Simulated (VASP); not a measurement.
Wanted: the native input for a VASP 6.6.1 run.

| Item | Value |
| --- | --- |
| Task | single point |
| Functional | r2SCAN |
| Potentials or basis | VASP PAW PBE potentials, release 64 (C) |
| Cutoff | 520 eV |
| k mesh | 12 × 12 × 12 |
| Occupations | gaussian, width 0.05 eV |
| Spin | no spin polarisation |
| Dipole correction | no |
| Further INCAR settings | ALGO = Normal; EDIFF = 1e-06; NBANDS = 11 |

The system is C.

```
C
1.0
     0.00000    1.78014    1.78014
     1.78014    0.00000    1.78014
     1.78014    1.78014    0.00000
C
2
Direct
  0.50000 0.50000 0.50000
  0.75000 0.75000 0.75000
```

One way to write it, as run:

POSCAR

```
C
1.0
    0.0000000000      1.7801417069      1.7801417069
    1.7801417069      0.0000000000      1.7801417069
    1.7801417069      1.7801417069      0.0000000000
C
2
Direct
    0.5000000000      0.5000000000      0.5000000000
    0.7500000000      0.7500000000      0.7500000000
```

INCAR.step1

```
SYSTEM = C
  PREC = Accurate
  ENCUT = 520
  ISMEAR = 0
  SIGMA = 0.05
  LREAL = .FALSE.
  LASPH = .TRUE.
  NELM = 100
  NBANDS = 11
  GGA = PE
  ALGO = Normal
  EDIFF = 1E-4
  LWAVE = .TRUE.
  LCHARG = .FALSE.
```

INCAR.step2

```
SYSTEM = C
  PREC = Accurate
  ENCUT = 520
  EDIFF = 1E-6
  ISMEAR = 0
  SIGMA = 0.05
  LREAL = .FALSE.
  LASPH = .TRUE.
  NELM = 100
  ALGO = Normal
  ISIF = 2
  LWAVE = .FALSE.
  LCHARG = .FALSE.
  METAGGA = R2SCAN
  LMIXTAU = .TRUE.
  NBANDS = 11
  ISTART = 1
```

KPOINTS

```
regular mesh
0
G
  12 12 12
  0 0 0
```

Potentials or basis: VASP PAW PBE potentials, release 64 (C).

Run with:

```sh
$ cat potpaw_PBE.64/C/POTCAR > POTCAR
$ cp INCAR.step1 INCAR
$ mpirun -np 1 vasp_std > vasp.out
$ cp INCAR.step2 INCAR
$ mpirun -np 1 vasp_std > vasp.out
```

It gave:

| Property | Result |
| --- | --- |
| Pressure | 1.1 GPa |
| Band gap on the k mesh | 4.36 eV, indirect (least direct gap 5.85 eV) |

Caveat: the PAW data sets were made with another functional, which shifts forces and pressure a little.

It took 26 s on 1 thread of Intel(R) Xeon(R) Platinum 8488C (Sapphire Rapids), on a shared host, peak memory 0.12 GiB.
